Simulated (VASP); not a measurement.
Write the native input for VASP 6.6.1 that does the following.

```
Task                   : single point
Functional             : PBE
Dispersion             : D3(BJ)
Potentials or basis    : VASP PAW PBE potentials, release 64 (Si, Ge_d)
Cutoff                 : 520 eV
k mesh                 : 2 × 2 × 2
Occupations            : gaussian, width 0.02 eV
Spin                   : no spin polarisation
Dipole correction      : no
Further INCAR settings : LREAL = Auto; ALGO = Normal; EDIFF = 1e-06; NBANDS = 53
```

The structure of Si16Ge (a cell with a defect) lies in POSCAR:

```
Si16Ge
1.0
    0.0000000000      5.4300000000      5.4300000000
    5.4300000000      0.0000000000      5.4300000000
    5.4300000000      5.4300000000      0.0000000000
Si Ge
16 1
Direct
   -0.0009241252      0.0121261510     -0.0099104972
    0.1121813996      0.1284344383      0.1314493554
   -0.0284711786      0.0088586556      0.5108231123
    0.1163947514      0.1481485267      0.6194448435
   -0.0014743094      0.4993916206     -0.0089630755
    0.1378941989      0.6385789134      0.0860080110
    0.0131897790      0.5139927256      0.4599892265
    0.1159526703      0.6167020258      0.6202764273
    0.4858576427     -0.0138760589      0.0425889503
    0.6283058011      0.1283663904      0.1315976980
    0.5091392265      0.0087322284      0.5109681400
    0.6084421731      0.1092278085      0.6742686924
    0.5114182320      0.4993383057     -0.0088607735
    0.6276108656      0.6122108656      0.1330073665
    0.5078453039      0.4724287293      0.5123541436
    0.6474398711      0.6166592081      0.6203698895
    0.3512381215      0.8527292818      0.4451042357
```

These files were run (other wordings do the same):

INCAR

```
  PREC = Accurate
  ENCUT = 520
  EDIFF = 1E-6
  ISMEAR = 0
  SIGMA = 0.02
  LREAL = Auto
  LASPH = T
  NELM = 100
  ALGO = Normal
  ISIF = 2
  LWAVE = F
  LCHARG = T
  GGA = PE
  IVDW = 12
  LELF = T
  LVHAR = T
  NBANDS = 53
```

KPOINTS

```
regular mesh
0
Gamma
  2 2 2
```

Potentials or basis: VASP PAW PBE potentials, release 64 (Si, Ge_d).

The run is started by

```console
$ cat potpaw_PBE.64/Si/POTCAR potpaw_PBE.64/Ge_d/POTCAR > POTCAR
$ mpirun -np 1 vasp_std > vasp.out
```

It gave:

| Item | Value |
| --- | --- |
| Pressure | 3.2 GPa |
| Largest force | 0.451 eV/Å |
| Band gap on the k mesh | zero (band 39 reaches 6.94 eV, above the bottom of band 40 at 6.75 eV) |
| Dispersion energy per atom | -0.333 eV |

Caveat: the k points lie up to 0.50 Å⁻¹ apart.

Wall time 2 min on 1 thread of AMD EPYC 9R45 96-Core Processor (Zen 5), on a shared host, peak memory 0.46 GiB.
